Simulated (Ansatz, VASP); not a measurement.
**One calculation of BeS, two programs**

```
CELL_PARAMETERS angstrom
0.00000 2.31730 2.31730
2.31730 0.00000 2.31730
2.31730 2.31730 0.00000
ATOMIC_POSITIONS crystal
Be 0.00000 0.00000 0.00000
S 0.50000 0.50000 0.50000
```

Alike in both runs: task single point; functional PBE; k mesh 8 × 8 × 8; no spin polarisation.

```csv
,VASP,Ansatz
version,VASP 6.6.1,Ansatz 0.2.0
potentials or method,"VASP PAW PBE potentials, release 64 (Be, S)","plane waves, PAW"
plane-wave cutoff (eV),520,420
occupations,"gaussian, width 0.01 eV",fixed
valence electrons in the cell,8,8
```

Ansatz gave:

```
gap on the k mesh at the Fermi level (eV) : 0.99
```

Estimate VASP's values.

gap on the k mesh at the Fermi level (eV): 1.00.
